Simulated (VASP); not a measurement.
# Si16B (a cell with a defect) in VASP: a series of runs, part 2 of 2

VASP 6.6.1. Earlier steps stand in the parts before.

**3. Single point, PBE+D3(BJ), collinear spin, zero start**

Contents of INCAR:

```
SYSTEM = Si16B
PREC = Accurate
ENCUT = 520
EDIFF = 1E-6
ISMEAR = -1
SIGMA = 0.05
LREAL = Auto
LASPH = .True.
NELM = 150
ALGO = Normal
ISIF = 2
LWAVE = .False.
LCHARG = .False.
ISPIN = 2
MAGMOM = 0 0 0 0 0 0 0 0 0 0 0 0 0 0 0 0 0
LORBIT = 11
GGA = PE
IVDW = 12
NBANDS = 52
```

Contents of KPOINTS:

```
regular mesh
0
Gamma
  2 2 2
  0 0 0
```

Contents of POSCAR:

```
Si16B
1.0
    0.0000000000      5.4300000000      5.4300000000
    5.4300000000      0.0000000000      5.4300000000
    5.4300000000      5.4300000000      0.0000000000
Si B
16 1
Direct
    0.0073664825     -0.0225414365     -0.0314917127
    0.0709392265      0.1652117864      0.0701657459
    0.0043093923      0.0103683241      0.4627624309
    0.1337937385      0.1186187845      0.5925966851
   -0.0036832413      0.5054143646      0.0046224678
    0.1206077348      0.6077163904      0.1681031308
    0.0092081031      0.4800184162      0.5412523020
    0.1537016575      0.6400736648      0.6336095764
    0.4521178637      0.0331860037      0.0041620626
    0.6299447514      0.0839042357      0.1446040516
    0.5178545120     -0.0223848987      0.5059576427
    0.6205432781      0.1362891344      0.6285727440
    0.5036372007      0.4592357274      0.0417955801
    0.6146316759      0.6650920810      0.0852025783
    0.5152117864      0.5252670350      0.4669060773
    0.6378453039      0.5980294659      0.6528545120
    0.8465930018      0.3662430939      0.8842173112
```

Potentials or basis: VASP PAW PBE potentials, release 64 (Si, B).

Started as:

```console
$ cat potpaw_PBE.64/Si/POTCAR potpaw_PBE.64/B/POTCAR > POTCAR
$ mpirun -np 1 vasp_std > vasp.out
```

Run time: 15 min. Hardware: 1 thread of Intel Xeon 8259CL, shared host; peak memory 0.7 GiB.

Results (log left out):

```yaml
Free_energy: -92.5898 eV
Pressure: -1.0 GPa
Largest_force: 2.379 eV/Å
Net_moment: 0.00 μB per cell
Valence_electrons_inside_the_program's_atomic_spheres: Si 1.68, 1.69, 1.65, 1.67, 1.66 (each value once); B 1.64
Dispersion_energy_per_atom: -0.313 eV
```

Forces on the atoms (eV/Å):
```
Si  -0.114 -0.256 -0.601
Si  -0.044  2.301 -0.599
Si   0.065 -0.544 -0.462
Si  -0.299  0.690  0.307
Si   1.454 -0.608  1.145
Si  -0.770 -0.639  0.083
Si   0.720  0.711  0.410
Si  -0.304 -1.181 -0.535
Si  -0.318 -0.278  0.244
Si  -0.515 -0.563  0.373
Si   0.998  0.512 -0.510
Si  -0.404 -0.504  0.463
Si  -0.328 -0.554  0.604
Si   0.126  1.065 -0.337
Si  -0.368  1.102 -0.118
Si   0.074 -0.888 -0.375
B    0.027 -0.367 -0.090
```

Stress tensor (GPa, compression positive):
```
-0.50 -0.45  1.64
-0.45 -2.28 -0.51
 1.64 -0.51 -0.28
```

Levels at points of the mesh, in eV from the Fermi level:
Spin up:
| k point | band 31 | band 32 | band 33 | band 34 | band 35 | band 36 |
| --- | --- | --- | --- | --- | --- | --- |
| (0.00, 0.00, 0.00) | -0.69 | -0.48 | -0.22 | -0.05 | 0.20 | 0.29 |
| (0.50, 0.00, 0.00) | -1.14 | -0.83 | -0.58 | -0.24 | 0.55 | 0.86 |
| (0.00, 0.50, 0.00) | -0.96 | -0.73 | -0.62 | -0.06 | 0.60 | 0.82 |
| (0.00, 0.00, 0.50) | -1.02 | -0.70 | -0.65 | -0.33 | 0.63 | 0.92 |
| (0.50, 0.50, 0.50) | -1.08 | -0.83 | -0.68 | 0.02 | 0.68 | 0.77 |
| (0.50, 0.50, 0.00) | -1.44 | -1.37 | -0.44 | 0.29 | 0.72 | 0.91 |
| (0.00, 0.50, 0.50) | -1.39 | -1.33 | -0.57 | 0.29 | 0.68 | 0.82 |
| (0.50, 0.00, 0.50) | -1.43 | -1.31 | -0.87 | 0.12 | 0.65 | 1.04 |
Spin down:
```
           k point  band 30  band 31  band 32  band 33  band 34  band 35  band 36  band 37
(0.00, 0.00, 0.00)    -1.14    -0.69    -0.48    -0.22    -0.05     0.20     0.29     0.42
(0.50, 0.00, 0.00)    -1.16    -1.14    -0.83    -0.58    -0.24     0.55     0.86     1.25
(0.00, 0.50, 0.00)    -1.24    -0.96    -0.73    -0.62    -0.06     0.60     0.82     1.30
(0.00, 0.00, 0.50)    -1.34    -1.02    -0.70    -0.65    -0.33     0.63     0.92     1.27
(0.50, 0.50, 0.50)    -1.23    -1.08    -0.83    -0.68     0.02     0.68     0.77     1.20
(0.50, 0.50, 0.00)    -1.53    -1.44    -1.37    -0.44     0.29     0.72     0.91     1.30
(0.00, 0.50, 0.50)    -1.47    -1.39    -1.33    -0.57     0.29     0.68     0.82     1.28
(0.50, 0.00, 0.50)    -1.47    -1.43    -1.31    -0.87     0.12     0.65     1.04     1.36
```

Caveat: the k points lie up to 0.50 Å⁻¹ apart.

**4. Single point, PBE+D3(BJ), collinear spin, zero start**

Contents of INCAR:

```
SYSTEM = Si16B
ALGO     = Normal         ! electronic algorithm
EDIFF    = 1E-6           ! SCF threshold, eV
ENCUT    = 520            ! plane-wave cutoff, eV
GGA      = PE             ! functional
ISIF     = 2              ! what is computed and relaxed
ISMEAR   = -1             ! smearing method
ISPIN    = 2              ! spin polarisation
IVDW     = 12             ! dispersion correction
LASPH    = .TRUE.         ! aspherical terms in the spheres
LCHARG   = .TRUE.         ! write CHGCAR
LELF     = .TRUE.         ! ELF
LORBIT   = 11             ! projections on sites
LREAL    = Auto         
LVHAR    = .TRUE.       
LWAVE    = .FALSE.        ! write WAVECAR
MAGMOM   = 0 0 0 0 0 0 0 0 0 0 0 0 0 0 0 0 0 ! initial moments
NBANDS   = 52             ! bands
NELM     = 150            ! most SCF steps
PREC     = Accurate       ! precision mode
SIGMA    = 0.05           ! smearing width, eV
```

Contents of KPOINTS:

```
k-points
0
G
  2 2 2
  0 0 0
```

Contents of POSCAR:

```
Si16B
1.0
    0.0000000000      5.4300000000      5.4300000000
    5.4300000000      0.0000000000      5.4300000000
    5.4300000000      5.4300000000      0.0000000000
Si B
16 1
Direct
   -0.0095395948     -0.0272928177     -0.0223572744
    0.0934254144      0.1352670350      0.1138858195
   -0.0043001842      0.0183149171      0.4682965009
    0.1543554328      0.1004511971      0.5982044199
    0.0011602210      0.5453591160     -0.0200000000
    0.1199539595      0.6130478821      0.1532320442
    0.0063351750      0.4722467772      0.5618232044
    0.1370073665      0.6571546961      0.5952394107
    0.4616666667      0.0290515654     -0.0174861878
    0.6143554328      0.1072283610      0.1233609576
    0.5153130755     -0.0347605893      0.5197697974
    0.6196593002      0.1368047882      0.6047421731
    0.5051104972      0.4809852670      0.0080386740
    0.6192449355      0.6307918969      0.1323388582
    0.5210773481      0.5053130755      0.4941160221
    0.6303591160      0.6030478821      0.6463075506
    0.8538397790      0.3935819521      0.9159576427
```

Started as:

```console
$ cat potpaw_PBE.64/Si/POTCAR potpaw_PBE.64/B/POTCAR > POTCAR
$ mpirun -np 1 vasp_std > vasp.out
```

Run time: 14 min. Hardware: 1 thread of Intel Xeon 8259CL, shared host; peak memory 0.7 GiB.

Results (log left out):

| Item | Value |
| --- | --- |
| Free energy | -92.8090 eV |
| Pressure | 0.1 GPa |
| Largest force | 2.261 eV/Å |
| Net moment | 0.00 μB per cell |
| Valence electrons inside the program's atomic spheres | Si 1.65, 1.66, 1.73, 1.68, 1.64, 1.70, 1.67, 1.71, 1.72 (each value once); B 1.60 |
| Dispersion energy per atom | -0.314 eV |

Forces in eV/Å, atoms in the order of the input:
```
Si   0.697  0.058  0.834
Si  -0.661 -2.084  0.577
Si   0.911  0.470 -0.195
Si   1.248 -0.277 -0.523
Si  -1.040 -0.463 -0.949
Si   0.252  0.875 -0.299
Si  -0.728 -0.748 -0.832
Si   0.016  1.410  0.060
Si  -0.778  1.068 -0.182
Si   0.233  0.535 -0.329
Si  -0.836 -1.443  0.957
Si   0.433  0.739 -0.069
Si   0.611  0.835 -0.289
Si  -0.351 -1.306  1.026
Si   0.196 -0.963 -0.948
Si  -0.501  0.430  0.827
B    0.297  0.862  0.334
```

Stress tensor (GPa, compression positive):
```
-0.05  0.70  1.04
 0.70 -0.21 -0.47
 1.04 -0.47  0.41
```

Levels at points of the mesh, in eV from the Fermi level:
Spin up:
```tsv
k point	band 30	band 31	band 32	band 33	band 34	band 35	band 36	band 37
(0.00, 0.00, 0.00)	-1.25	-0.83	-0.48	-0.39	-0.16	0.13	0.15	0.22
(0.50, 0.00, 0.00)	-1.42	-1.26	-1.05	-0.53	-0.14	0.18	0.75	0.93
(0.00, 0.50, 0.00)	-1.40	-1.31	-1.13	-0.78	0.20	0.45	0.87	0.95
(0.00, 0.00, 0.50)	-1.52	-1.36	-0.87	-0.66	-0.24	0.44	0.83	0.94
(0.50, 0.50, 0.50)	-1.37	-1.28	-1.02	-0.73	-0.12	0.57	0.88	1.09
(0.50, 0.50, 0.00)	-1.82	-1.67	-1.58	-0.56	0.27	0.68	0.96	1.17
(0.00, 0.50, 0.50)	-1.81	-1.79	-1.55	-0.55	0.34	0.63	0.98	1.19
(0.50, 0.00, 0.50)	-1.84	-1.62	-1.50	-0.94	0.30	0.60	0.97	1.05
```
Spin down:
```csv
k point,band 31,band 32,band 33,band 34,band 35,band 36
"(0.00, 0.00, 0.00)",-0.83,-0.48,-0.39,-0.16,0.13,0.15
"(0.50, 0.00, 0.00)",-1.26,-1.05,-0.53,-0.14,0.18,0.75
"(0.00, 0.50, 0.00)",-1.31,-1.13,-0.78,0.20,0.45,0.87
"(0.00, 0.00, 0.50)",-1.36,-0.87,-0.66,-0.24,0.44,0.83
"(0.50, 0.50, 0.50)",-1.28,-1.02,-0.73,-0.12,0.57,0.88
"(0.50, 0.50, 0.00)",-1.67,-1.58,-0.56,0.27,0.68,0.96
"(0.00, 0.50, 0.50)",-1.79,-1.55,-0.55,0.34,0.63,0.98
"(0.50, 0.00, 0.50)",-1.62,-1.50,-0.94,0.30,0.60,0.97
```

Caveat: the k points lie up to 0.50 Å⁻¹ apart.

**5. Overview**

```csv
cell,gap on the mesh (eV),pressure (GPa),moment (μB),largest force (eV/Å)
"as given, atomic positions A",none,0.1,0.00,1.95
"as given, atomic positions B",none,-1.0,0.00,2.38
"as given, atomic positions C",none,0.1,0.00,2.26
```

Alike in all rows: task single point; level PBE+D3(BJ); potentials or basis VASP PAW PBE potentials, release 64 (Si, B); spin collinear, zero start; k mesh 2 × 2 × 2; cutoff (eV) 520; smearing fermi-dirac 0.05 eV.

Caveats: all runs use coarse meshes.

Total energies depend on the potentials used, so only differences within one code and one set of settings carry meaning.
